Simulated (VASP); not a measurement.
The system is TiTe2.

```
Te Ti
1.0
     3.77700    0.00000    0.00000
    -1.88850    3.27098    0.00000
     0.00000    0.00000    6.49800
Te Ti
2 1
Direct
  0.33333 0.66667 0.73720
  0.66667 0.33333 0.26280
  0.00000 0.00000 0.00000
```

* Program: VASP 6.6.1
* Task: relaxation of cell and atoms
* Functional: PBEsol
* Dispersion: D3(BJ)
* Potentials or basis: VASP PAW PBE potentials, release 64 (Te, Ti_sv)
* Cutoff: 600 eV
* k mesh: 8 × 8 × 4
* Occupations: fermi-dirac, width 0.05 eV
* Spin: no spin polarisation

At the start: pressure -5.1 GPa; volume 26.76 Å³/atom.

Problem. Where does the relaxation end?

Solution. Over 11 steps the energy falls by 56.2 meV/atom and the volume is 23.54 Å³/atom (-12.0 %); space group P-3m1 (No. 164, to 0.1 Å) before and after.

Step by step:
```csv
step,energy change (eV),largest force (eV/Å),pressure (GPa),volume (Å³)
1,0.0000,0.0952,-5.10,80.28
2,-0.0568,1.1503,4.10,70.78
3,-0.1019,0.6198,-0.09,74.35
4,-0.1330,0.4534,-0.04,73.18
5,-0.1574,0.0922,0.19,70.98
6,-0.1651,0.0042,-0.28,71.06
7,-0.1672,0.0833,-0.62,71.12
8,-0.1649,0.1007,1.02,69.77
9,-0.1686,0.0118,0.00,70.59
10,-0.1686,0.0133,-0.02,70.60
11,-0.1687,0.0055,-0.01,70.62
```

Final structure:
```cif
data_structure
_symmetry_space_group_name_H-M 'P 1'
_symmetry_Int_Tables_number 1
_cell_length_a 3.6268
_cell_length_b 3.6268
_cell_length_c 6.1992
_cell_angle_alpha 90.000
_cell_angle_beta 90.000
_cell_angle_gamma 120.000
_cell_volume 70.62
loop_
_atom_site_label
_atom_site_type_symbol
_atom_site_fract_x
_atom_site_fract_y
_atom_site_fract_z
_atom_site_occupancy
Te1 Te 0.33333 0.66667 0.72161 1
Te2 Te 0.66667 0.33333 0.27839 1
Ti1 Ti 0.00000 0.00000 0.00000 1
```

Caveat: the PAW data sets were made with another functional, which shifts forces and pressure a little.
